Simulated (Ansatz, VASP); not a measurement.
# ZnO in VASP and in Ansatz

File POSCAR:

```
ZnO
1.0
    0.0000000000      2.1337570811      2.1337570811
    2.1337570811      0.0000000000      2.1337570811
    2.1337570811      2.1337570811      0.0000000000
Zn O
1 1
Direct
    0.0000000000      0.0000000000      0.0000000000
    0.5000000000      0.5000000000      0.5000000000
```

File INCAR.step1:

```
SYSTEM = ZnO
ALGO = Normal
EDIFF = 1E-4
ENCUT = 520
GGA = PE
ISMEAR = 0
LASPH = .True.
LCHARG = .False.
LREAL = .False.
LWAVE = .True.
NBANDS = 16
NELM = 80
PREC = Accurate
SIGMA = 0.02
```

File INCAR.step2:

```
SYSTEM = ZnO
ALGO = Normal
EDIFF = 1E-7
ENCUT = 520
ISIF = 2
ISMEAR = 0
ISTART = 1
LASPH = .True.
LCHARG = .False.
LMIXTAU = .True.
LREAL = .False.
LWAVE = .False.
METAGGA = R2SCAN
NBANDS = 16
NELM = 80
PREC = Accurate
SIGMA = 0.02
```

File KPOINTS:

```
k-points
0
Gamma
  12 12 12
  0 0 0
```

Input for Ansatz:

```yaml
crystal:
  lattice:
    - [0.0, 2.1337570811, 2.1337570811]
    - [2.1337570811, 0.0, 2.1337570811]
    - [2.1337570811, 2.1337570811, 0.0]
  atoms:
    - { symbol: Zn, position: [0.0, 0.0, 0.0] }
    - { symbol: O, position: [0.5, 0.5, 0.5] }
basis:
  ecutwfc: 500
kpoints:
  mp_grid: { grid: [12, 12, 12] }
hamiltonian:
  xc: r2scan
scf:
  occupations: { method: gaussian, width: 0.02 }
output:
  forces: false
  stress: false
  eigenvalues: true
  eigenstates:
    kpoints:
      - [0.0, 0.0, 0.5]
      - [0.0, 0.00679196, 0.50679196]
      - [0.0, -0.00679196, 0.49320804]
      - [0.00679196, 0.0, 0.50679196]
      - [-0.00679196, 0.0, 0.49320804]
      - [0.00679196, 0.00679196, 0.5]
      - [-0.00679196, -0.00679196, 0.5]
      - [0.004802641, 0.004802641, 0.509605282]
      - [-0.004802641, -0.004802641, 0.490394718]
      - [0.004802641, 0.009605282, 0.504802641]
      - [-0.004802641, -0.009605282, 0.495197359]
      - [0.009605282, 0.004802641, 0.504802641]
      - [-0.009605282, -0.004802641, 0.495197359]
      - [0.00784268, 0.00784268, 0.50784268]
      - [-0.00784268, -0.00784268, 0.49215732]
      - [0.0, 0.0, 0.0]
      - [0.0, 0.00679196, 0.00679196]
      - [0.0, -0.00679196, -0.00679196]
      - [0.00679196, 0.0, 0.00679196]
      - [-0.00679196, 0.0, -0.00679196]
      - [0.00679196, 0.00679196, 0.0]
      - [-0.00679196, -0.00679196, 0.0]
      - [0.004802641, 0.004802641, 0.009605282]
      - [-0.004802641, -0.004802641, -0.009605282]
      - [0.004802641, 0.009605282, 0.004802641]
      - [-0.004802641, -0.009605282, -0.004802641]
      - [0.009605282, 0.004802641, 0.004802641]
      - [-0.009605282, -0.004802641, -0.004802641]
      - [0.00784268, 0.00784268, 0.00784268]
      - [-0.00784268, -0.00784268, -0.00784268]
    e_range: [-3.067283, 3.067283]
checkpoint:
  read: start.run
  write: ck
  compress: false
  write_wavefunctions: false
  write_every: 100000
```

Alike in both runs: task single point; functional r2SCAN; k mesh 12 × 12 × 12; occupations gaussian, width 0.02 eV; no spin polarisation.

|  | VASP | Ansatz |
| --- | --- | --- |
| version | VASP 6.6.1 | Ansatz 0.2.0 |
| potentials or method | VASP PAW PBE potentials, release 64 (Zn, O), cutoff 520 eV | scalar-relativistic, plane waves, PAW |
| valence electrons in the cell | 18 | 18 |

|  | VASP | Ansatz | Ansatz less VASP |
| --- | --- | --- | --- |
| gap on the k mesh at the Fermi level (eV) | 1.55 | 1.57 | +0.020 |
| least direct gap on the mesh (eV) | 2.98 | 3.01 | +0.022 |

VASP's potentials were made for PBE, not for r2SCAN. With one functional, cell and mesh, what is left measures potentials, basis and numerics.
